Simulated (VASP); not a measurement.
# KAl2As2 (P-6m2) in VASP: further runs

KAl2As2 is run at these levels: PBE; tasks: single point, relaxation of cell and atoms.

All numbers are computed with VASP 6.6.1; they aren't measurements. Logs are shortened: lines on timing, memory, paths and dates and some standing lists are left out, and cuts for length are marked.

### 1 The cell of the first run

The structure is hexagonal, space group P-6m2 (No. 187). Conventional cell: a = 3.814 Å, b = 3.814 Å, c = 8.588 Å, α = 90.00°, β = 90.00°, γ = 120.00°. Within 3.8 Å of K (site symmetry -6m2) lie 6 As at 2.91 Å and 2 Al at 3.02 Å. Within 3.3 Å of Al (site symmetry 3m) lie 3 As at 2.47 Å and 1 Al at 2.54 Å and 1 K at 3.02 Å. Within 3.3 Å of As (site symmetry 3m) lie 3 Al at 2.47 Å and 3 K at 2.91 Å.

### 2 Single point, PBE

Input file INCAR:

```
SYSTEM = KAl2As2
PREC = Accurate
ENCUT = 520
EDIFF = 1E-6
ISMEAR = 0
SIGMA = 0.1
LREAL = .FALSE.
LASPH = .TRUE.
NELM = 80
ALGO = Fast
ISIF = 2
LWAVE = .FALSE.
LCHARG = .FALSE.
GGA = PE
NBANDS = 20
```

Input file KPOINTS:

```
regular mesh
0
G
  6 6 2
  0 0 0
```

Input file POSCAR:

```
KAl2As2
1.0
    3.8144380400      0.0000000000      0.0000000000
   -1.9072190200      3.3034002400      0.0000000000
    0.0000000000      0.0000000000      8.5884205500
K Al As
1 2 2
Direct
    0.3333333300      0.6666666700      0.5000000000
    0.3333333300      0.6666666700      0.8519275900
    0.3333333300      0.6666666700      0.1480724100
    0.0000000000      0.0000000000      0.7221886900
    0.0000000000      0.0000000000      0.2778113100
```

Potentials or basis: VASP PAW PBE potentials, release 64 (K_sv, Al, As).

Run with:

```sh
> cat potpaw_PBE.64/K_sv/POTCAR potpaw_PBE.64/Al/POTCAR potpaw_PBE.64/As/POTCAR > POTCAR
> mpirun -np 1 vasp_std > vasp.out
```

OUTCAR:

```text
SYSTEM = KAl2As2
   PREC = Accurate
   ENCUT = 520
   EDIFF = 1E-6
   ISMEAR = 0
   LREAL = .FALSE.
   LASPH = .TRUE.
   NELM = 80
   ISIF = 2
   GGA = PE

 ion  position               nearest neighbor table
   1  0.333  0.667  0.500-   4 2.91   5 2.91   4 2.91   5 2.91   4 2.91   5 2.91   2 3.02   3 3.02

   2  0.333  0.667  0.852-   4 2.47   4 2.47   4 2.47   3 2.54   1 3.02
   3  0.333  0.667  0.148-   5 2.47   5 2.47   5 2.47   2 2.54   1 3.02
   4  0.000  0.000  0.722-   2 2.47   2 2.47   2 2.47   1 2.91   1 2.91   1 2.91
   5  0.000  0.000  0.278-   3 2.47   3 2.47   3 2.47   1 2.91   1 2.91   1 2.91

  LATTYP: Found a hexagonal cell.
 ALAT       =     3.8144380400
 C/A-ratio  =     2.2515559199

  Lattice vectors:

 A1 = (   3.8144380400,   0.0000000000,   0.0000000000)
 A2 = (  -1.9072190200,   3.3034002400,   0.0000000000)
 A3 = (   0.0000000000,   0.0000000000,   8.5884205500)

Analysis of symmetry for initial positions (statically):
=====================================================================
 Subroutine PRICEL returns:
 Original cell was already a primitive cell.

 Routine SETGRP: Setting up the symmetry group for a
 hexagonal supercell.

 Subroutine GETGRP returns: Found 12 space group operations
 (whereof 12 operations were pure point group operations)
 out of a pool of 24 trial point group operations.

The static configuration has the point symmetry D_3h.

Analysis of symmetry for dynamics (positions and initial velocities):
=====================================================================
 Subroutine PRICEL returns:
 Original cell was already a primitive cell.

 Routine SETGRP: Setting up the symmetry group for a
 hexagonal supercell.

 Subroutine GETGRP returns: Found 12 space group operations
 (whereof 12 operations were pure point group operations)
 out of a pool of 24 trial point group operations.

The dynamic configuration has the point symmetry D_3h.

 Subroutine INISYM returns: Found 12 space group operations
 (whereof 12 operations are pure point group operations),
 and found     1 'primitive' translations

----------------------------------------------------------------------------------------

                                     Primitive cell

  volume of cell :     108.2194

  direct lattice vectors                    reciprocal lattice vectors
     3.814438040  0.000000000  0.000000000     0.262161815  0.151359195  0.000000000
    -1.907219020  3.303400240  0.000000000     0.000000000  0.302718389  0.000000000
     0.000000000  0.000000000  8.588420550     0.000000000  0.000000000  0.116435845

  length of vectors
[... 81 lines left out ...]
   IBRION =     -1    ionic relax: 0-MD 1-quasi-New 2-CG
   NFREE  =      0    steps in history (QN), initial steepest desc. (CG)
   ISIF   =      2    stress and relaxation
   ISYM   =      2    0-nonsym 1-usesym 2-fastsym
   POTIM  = 0.5000    time-step for ionic-motion
   TEBEG  =    0.0;   TEEND  =   0.0 temperature during run
   PSTRESS=    0.0 pullay stress
   NELECT =      25.0000    total number of electrons
   NUPDOWN=      -1.0000    fix difference up-down
   EMIN   =  10.00;   EMAX   =-10.00  energy-range for DOS
   EFERMI =   0.00;   METHOD = LEGACY
   ISMEAR =     0;   SIGMA  =   0.10  broadening in eV -4-tet -1-fermi 0-gaus
   EFERMI_NEDOS =   21; number of points for ismear=-14 and -15
   IALGO  =     68    algorithm
   IMIX   =      4    mixing-type and parameters
     AMIX     =   0.40;   BMIX     =  1.00
     AMIX_MAG =   1.60;   BMIX_MAG =  1.00
  volume/ion in A,a.u.               =      21.64       146.06
  Fermi-wavevector in a.u.,A,eV,Ry     =   1.004507  1.898244 13.728757  1.009035
  Thomas-Fermi vector in A             =   2.137128
   LORBIT       =      0    0 simple, 1 ext, 2 COOP (PROOUT), +10 PAW based schemes
   GGA     = PE    functional components
   LHFCALC =     F    Hartree Fock is set to
   AEXX    =    0.0000 exact exchange contribution
   IVDW    =     0    specifies the selected vdW correction
   LEPSILON=     F    determine dielectric tensor
   LRPA    =     F    only Hartree local field effects (RPA)
 non-spin polarized calculation
 RMM-DIIS sequential band-by-band and
 Gauss-broadening in eV      SIGMA  =   0.10
  energy-cutoff  :      520.00
  volume of cell :      108.22
 maximum number of plane-waves:      2958
   NGX = 15   NGY = 15   NGZ = 31

 number of electron      25.0000000 magnetization

 Free energy of the ion-electron system (eV)
  ---------------------------------------------------
  ext. energy  EPLUGINS =         0.00000000
  ---------------------------------------------------
  free energy    TOTEN  =       -18.03632400 eV

  energy without entropy =      -18.02059945  energy(sigma->0) =      -18.02846173

 E-fermi :   3.6108     XC(G=0):  -9.3417

 val. band max:        3.5962023360   @ k =   0.1667   0.1667   0.0000
 cond. band min:       3.6474244090   @ k =   0.1667  -0.0000   0.5000
 fundamental gap:      0.0512220730
 Fermi energy:         3.6107646423

 k-point     1 :       0.0000    0.0000    0.0000
  band No.  band energies     occupation
      1     -25.6610      2.00000
      2      -9.9841      2.00000
      3      -9.0841      2.00000
      4      -9.0841      2.00000
      5      -7.6201      2.00000
      6      -6.5546      2.00000
[... 311 lines left out ...]
     19      10.6862      0.00000
     20      11.5701      0.00000

------------------------ aborting loop because EDIFF is reached ----------------------------------------

  FORCE on cell =-STRESS in cart. coord.  units (eV):
  Direction    XX          YY          ZZ          XY          YZ          ZX
  --------------------------------------------------------------------------------------
  -------------------------------------------------------------------------------------
  Total        5.9273978      5.9273978     12.2894479      0.0000000      0.0000000      0.0000000
  in kB       87.7545400     87.7545398    181.9440639      0.0000000      0.0000000      0.0000000
  external PRESSURE =     119.1510479 kB  Pullay stress =       0.0000000 kB

 VOLUME and BASIS-vectors are now :
 -----------------------------------------------------------------------------
  energy-cutoff  :      520.00
  volume of cell :      108.22
      direct lattice vectors                 reciprocal lattice vectors
     3.814438040  0.000000000  0.000000000     0.262161815  0.151359195  0.000000000
    -1.907219020  3.303400240  0.000000000     0.000000000  0.302718389  0.000000000
     0.000000000  0.000000000  8.588420550     0.000000000  0.000000000  0.116435845

 POSITION                                       TOTAL-FORCE (eV/Angst)
 -----------------------------------------------------------------------------------
     -0.00000      2.20227      4.29421         0.000000     -0.000000      0.000000
     -0.00000      2.20227      7.31671        -0.000000     -0.000000      0.177294
     -0.00000      2.20227      1.27171        -0.000000     -0.000000     -0.177294
      0.00000      0.00000      6.20246        -0.000000     -0.000000      1.575909
      0.00000      0.00000      2.38596        -0.000000      0.000000     -1.575909
 -----------------------------------------------------------------------------------
    total drift:                                0.000013     -0.000008      0.000000

  FREE ENERGIE OF THE ION-ELECTRON SYSTEM (eV)
  ---------------------------------------------------
  free  energy   TOTEN  =       -18.0363239985 eV

  energy  without entropy=      -18.0205994550  energy(sigma->0) =      -18.02846173
```

OSZICAR:

```text
N       E                     dE             d eps       ncg     rms          rms(c)
DAV:   1     0.115744922698E+03    0.11574E+03   -0.10324E+04   560   0.104E+03
DAV:   2    -0.102544549955E+02   -0.12600E+03   -0.12184E+03   716   0.236E+02
DAV:   3    -0.185705361180E+02   -0.83161E+01   -0.82775E+01   964   0.501E+01
DAV:   4    -0.187292893926E+02   -0.15875E+00   -0.15853E+00   768   0.624E+00
DAV:   5    -0.187371390886E+02   -0.78497E-02   -0.78494E-02   832   0.977E-01    0.112E+01
RMM:   6    -0.180782374095E+02    0.65890E+00   -0.97648E-01   573   0.308E+00    0.718E+00
RMM:   7    -0.180335309989E+02    0.44706E-01   -0.23031E-01   677   0.199E+00    0.263E+00
RMM:   8    -0.180342737054E+02   -0.74271E-03   -0.45611E-02   754   0.103E+00    0.334E-01
RMM:   9    -0.180357764300E+02   -0.15027E-02   -0.10087E-02   825   0.456E-01    0.226E-01
RMM:  10    -0.180359685590E+02   -0.19213E-03   -0.30256E-03   803   0.224E-01    0.608E-02
RMM:  11    -0.180362216234E+02   -0.25306E-03   -0.11717E-03   807   0.140E-01    0.474E-02
RMM:  12    -0.180362834961E+02   -0.61873E-04   -0.50289E-04   865   0.824E-02    0.146E-02
RMM:  13    -0.180363064261E+02   -0.22930E-04   -0.19131E-04   883   0.457E-02    0.111E-02
RMM:  14    -0.180363168060E+02   -0.10380E-04   -0.87962E-05   758   0.278E-02    0.117E-02
RMM:  15    -0.180363227861E+02   -0.59802E-05   -0.38725E-05   833   0.270E-02    0.143E-02
RMM:  16    -0.180363232009E+02   -0.41478E-06   -0.20823E-05   676   0.158E-02    0.459E-03
RMM:  17    -0.180363239985E+02   -0.79763E-06   -0.99609E-06   612   0.101E-02
   1 F= -.18036324E+02 E0= -.18028462E+02  d E =-.157245E-01
```

Wall time 46 s (1 thread of Intel Xeon Platinum 8375C at 2.90GHz (Ice Lake), shared host); peak memory 0.23 GiB.

What came out:

| Quantity | Value |
| --- | --- |
| Free energy | -18.0363 eV |
| Pressure | 11.9 GPa |
| Largest force | 1.576 eV/Å |

Forces in eV/Å, atoms in the order of the input:
```
K    0.000  0.000  0.000
Al   0.000  0.000  0.177
Al   0.000  0.000 -0.177
As   0.000  0.000  1.576
As   0.000  0.000 -1.576
```

Stress tensor (GPa, compression positive):
```
 8.78  0.00  0.00
 0.00  8.78  0.00
 0.00  0.00 18.19
```

Caveat: the k points lie up to 0.37 Å⁻¹ apart; forces of over 1 eV/Å act on the atoms, so gaps and moduli don't describe the material at rest.

### 3 Single point, PBE

This run uses another cell than the first one, of 27.23 Å³/atom, 1.258 times its volume.

Input file INCAR:

```
ALGO = Normal
EDIFF = 1E-6
ENCUT = 520
GGA = PE
ISIF = 2
ISMEAR = 0
LASPH = T
LCHARG = F
LREAL = F
LWAVE = F
NBANDS = 20
NELM = 80
PREC = Accurate
SIGMA = 0.1
```

Input file KPOINTS:

```
k-points
0
Gamma
  6 6 2
```

Input file POSCAR:

```
KAl2As2
1.0
    4.0312525702      0.0000000000      0.0000000000
   -2.0156262851      3.4911671348      0.0000000000
    0.0000000000      0.0000000000      9.6736001049
K Al As
1 2 2
Direct
    0.3333333333      0.6666666667      0.5000000000
    0.3333333333      0.6666666667      0.8586022207
    0.3333333333      0.6666666667      0.1413977793
    0.0000000000      0.0000000000      0.7691016040
    0.0000000000      0.0000000000      0.2308983960
```

Potentials or basis: VASP PAW PBE potentials, release 64 (K_sv, Al, As).

Run with:

```sh
> cat potpaw_PBE.64/K_sv/POTCAR potpaw_PBE.64/Al/POTCAR potpaw_PBE.64/As/POTCAR > POTCAR
> mpirun -np 1 vasp_std > vasp.out
```

Run time: 72 s. Hardware: 1 thread of Intel Xeon Platinum 8375C at 2.90GHz (Ice Lake), shared host; peak memory 0.25 GiB.

It converged, with:

* Free energy: -19.5971 eV
* Pressure: 0.0 GPa
* Largest force: 0.010 eV/Å

Forces in eV/Å, atoms in the order of the input:
```
K    0.000  0.000  0.000
Al   0.000  0.000  0.002
Al   0.000  0.000 -0.002
As   0.000  0.000  0.010
As   0.000  0.000 -0.010
```

Levels at points of the mesh, in eV from the Fermi level:
```
           k point  band 8  band 9  band 10  band 11  band 12  band 13  band 14  band 15  band 16  band 17
(0.00, 0.00, 0.00)   -1.79   -0.42    -0.42    -0.27    -0.25    -0.25     2.20     2.33     3.84     4.06
(0.50, 0.00, 0.00)   -4.76   -2.26    -1.58    -1.37    -0.75    -0.65     1.76     2.40     2.84     3.92
(0.00, 0.00, 0.50)   -2.48   -0.42    -0.42    -0.24    -0.24     0.86     1.85     2.63     2.87     4.13
(0.50, 0.00, 0.50)   -4.85   -2.09    -1.62    -1.33    -0.99    -0.60     1.94     2.13     2.97     4.44
```

### 4 Relaxation of cell and atoms, PBE

Input file INCAR:

```
SYSTEM = KAl2As2
PREC = Accurate
ENCUT = 600
EDIFF = 1E-7
ISMEAR = 0
SIGMA = 0.1
LREAL = .FALSE.
LASPH = .TRUE.
NELM = 80
ALGO = Normal
ISIF = 3
LWAVE = .FALSE.
LCHARG = .FALSE.
GGA = PE
IBRION = 2
NSW = 90
EDIFFG = -0.04
```

Input file KPOINTS:

```
Automatic mesh
0
G
  6 6 2
  0 0 0
```

Input file POSCAR:

```
KAl2As2
1.0
    3.8144380400      0.0000000000      0.0000000000
   -1.9072190200      3.3034002400      0.0000000000
    0.0000000000      0.0000000000      8.5884205500
K Al As
1 2 2
Direct
    0.3333333300      0.6666666700      0.5000000000
    0.3333333300      0.6666666700      0.8519275900
    0.3333333300      0.6666666700      0.1480724100
    0.0000000000      0.0000000000      0.7221886900
    0.0000000000      0.0000000000      0.2778113100
```

Run with:

```sh
> cat potpaw_PBE.64/K_sv/POTCAR potpaw_PBE.64/Al/POTCAR potpaw_PBE.64/As/POTCAR > POTCAR
> mpirun -np 1 vasp_std > vasp.out
```

Wall time 11 min (1 thread of Intel Xeon Platinum 8375C at 2.90GHz (Ice Lake), shared host); peak memory 0.27 GiB.

Results (log left out):

```yaml
Free_energy: -19.5958 eV
Relaxed_volume: 27.26 Å³/atom
Relaxed_cell: a = 4.032 Å, b = 4.032 Å, c = 9.680 Å, α = 90.00°, β = 90.00°, γ = 120.00°
Space_group_after_relaxing_to_0.05_Å: P-6m2 (No. 187)
Energy_gained_by_relaxing: 311.9 meV/atom
Ionic_steps: 16
Pressure_after_relaxing: 0.0 GPa
Largest_force_after_relaxing: 0.015 eV/Å
```

Forces on the atoms (eV/Å):
```
K    0.000  0.000  0.000
Al   0.000  0.000  0.013
Al   0.000  0.000 -0.013
As   0.000  0.000  0.015
As   0.000  0.000 -0.015
```

The path:
| step | energy change (eV) | largest force (eV/Å) | pressure (GPa) | volume (Å³) |
| --- | --- | --- | --- | --- |
| 1 | 0.0000 | 1.5761 | 11.92 | 108.22 |
| 2 | -1.0036 | 1.4497 | -1.80 | 135.31 |
| 3 | -1.0054 | 1.4516 | -1.32 | 133.60 |
| 4 | -1.2192 | 1.1111 | -0.49 | 132.55 |
| 5 | -1.3642 | 0.6405 | 0.95 | 131.21 |
| 6 | -1.1546 | 1.2071 | 5.09 | 128.44 |
| 7 | -1.3847 | 0.4264 | 1.68 | 130.67 |
| 8 | -1.5135 | 0.4122 | 0.15 | 135.74 |
| 9 | -1.5257 | 0.4485 | -0.39 | 137.74 |
| 10 | -1.5479 | 0.2467 | -0.20 | 136.55 |
| 11 | -1.5544 | 0.0687 | 0.03 | 135.50 |
| 12 | -1.5579 | 0.0579 | 0.18 | 135.33 |
| 13 | -1.5579 | 0.0564 | 0.20 | 135.30 |
| 14 | -1.5589 | 0.0503 | -0.06 | 136.26 |
| 15 | -1.5589 | 0.0500 | -0.08 | 136.32 |
| 16 | -1.5593 | 0.0148 | -0.02 | 136.28 |

Final structure:
```xyz
5
Lattice="4.0319 0.0000 0.0000 -2.0159 3.4917 0.0000 0.0000 0.0000 9.6804" Properties=species:S:1:pos:R:3 pbc="T T T"
K     0.0000    2.3278    4.8402
Al    0.0000    2.3278    8.3100
Al    0.0000    2.3278    1.3703
As    0.0000    0.0000    7.4439
As    0.0000    0.0000    2.2364
```

Levels at points of the mesh, in eV from the Fermi level:
```csv
k point,band 10,band 11,band 12,band 13,band 14,band 15
"(0.00, 0.00, 0.00)",-0.42,-0.27,-0.25,-0.25,2.20,2.33
"(0.50, 0.00, 0.00)",-1.58,-1.38,-0.75,-0.65,1.76,2.40
"(0.00, 0.00, 0.50)",-0.42,-0.24,-0.24,0.86,1.84,2.62
"(0.50, 0.00, 0.50)",-1.62,-1.33,-1.00,-0.60,1.94,2.13
```

Caveat: the k points lie up to 0.32 Å⁻¹ apart in the final cell; the volume moved by over 15 % at a fixed basis, so the end points are rough.

### 5 Single point, PBE

This run uses another cell than the first one, of 27.14 Å³/atom, 1.254 times its volume.

Input file INCAR:

```
PREC = Accurate
ENCUT = 520
EDIFF = 1E-6
ISMEAR = 0
SIGMA = 0.1
LREAL = F
LASPH = T
NELM = 100
ALGO = Fast
ISIF = 2
LWAVE = F
LCHARG = F
GGA = PE
NBANDS = 20
```

Input file KPOINTS:

```
Automatic mesh
0
Gamma
  12 12 4
```

Input file POSCAR:

```
KAl2As2
1.0
    4.0282641864      0.0000000000      0.0000000000
   -2.0141320932      3.4885791185      0.0000000000
    0.0000000000      0.0000000000      9.6570592276
K Al As
1 2 2
Direct
    0.3333333333      0.6666666667      0.5000000000
    0.3333333333      0.6666666667      0.8587809413
    0.3333333333      0.6666666667      0.1412190587
    0.0000000000      0.0000000000      0.7688760716
    0.0000000000      0.0000000000      0.2311239284
```

Run with:

```sh
> cat potpaw_PBE.64/K_sv/POTCAR potpaw_PBE.64/Al/POTCAR potpaw_PBE.64/As/POTCAR > POTCAR
> mpirun -np 1 vasp_std > vasp.out
```

It took 6.1 min on 1 thread of Intel Xeon Platinum 8375C at 2.90GHz (Ice Lake), shared host; peak memory 0.34 GiB.

It converged, with:

```
Free energy   : -19.6192 eV
Pressure      : 0.1 GPa
Largest force : 0.013 eV/Å
```

Forces in eV/Å, atoms in the order of the input:
```
K    0.000  0.000  0.000
Al   0.000  0.000  0.013
Al   0.000  0.000 -0.013
As   0.000  0.000 -0.002
As   0.000  0.000  0.002
```

Levels at points of the mesh, in eV from the Fermi level:
| k point | band 10 | band 11 | band 12 | band 13 | band 14 | band 15 |
| --- | --- | --- | --- | --- | --- | --- |
| (0.00, 0.00, 0.00) | -0.43 | -0.27 | -0.25 | -0.25 | 2.20 | 2.34 |
| (0.50, 0.00, 0.00) | -1.59 | -1.39 | -0.76 | -0.67 | 1.75 | 2.40 |
| (0.00, 0.00, 0.50) | -0.43 | -0.25 | -0.25 | 0.86 | 1.86 | 2.63 |
| (0.50, 0.00, 0.50) | -1.63 | -1.34 | -1.01 | -0.62 | 1.93 | 2.13 |

### 6 Summary

```csv
task,cell,k mesh,cutoff (eV),gap on the mesh (eV),pressure (GPa),largest force (eV/Å)
single point,"a = 3.814, b = 3.814, c = 8.588 Å, angles 90.0, 90.0, 120.0°, 5 atoms",6 × 6 × 2,520,none,11.9,1.58
single point,"a = 4.031, b = 4.031, c = 9.674 Å, angles 90.0, 90.0, 120.0°, 5 atoms",6 × 6 × 2,520,none,0.0,0.01
relaxation of cell and atoms,"relaxed from a = 3.814, b = 3.814, c = 8.588 Å, angles 90.0, 90.0, 120.0°, 5 atoms",6 × 6 × 2,600,none,0.0,0.01
single point,"a = 4.028, b = 4.028, c = 9.657 Å, angles 90.0, 90.0, 120.0°, 5 atoms",12 × 12 × 4,520,none,0.1,0.01
```

Alike in all rows: level PBE; potentials or basis VASP PAW PBE potentials, release 64 (K_sv, Al, As); no spin polarisation; smearing gaussian 0.1 eV.

Caveats: some runs use coarse meshes; forces of over 1 eV/Å act on the atoms, so gaps and moduli don't describe the material at rest (some runs); the volume moved by over 15 % at a fixed basis, so the end points are rough (some runs).

Total energies depend on the potentials used, so only differences within one code and one set of settings carry meaning.
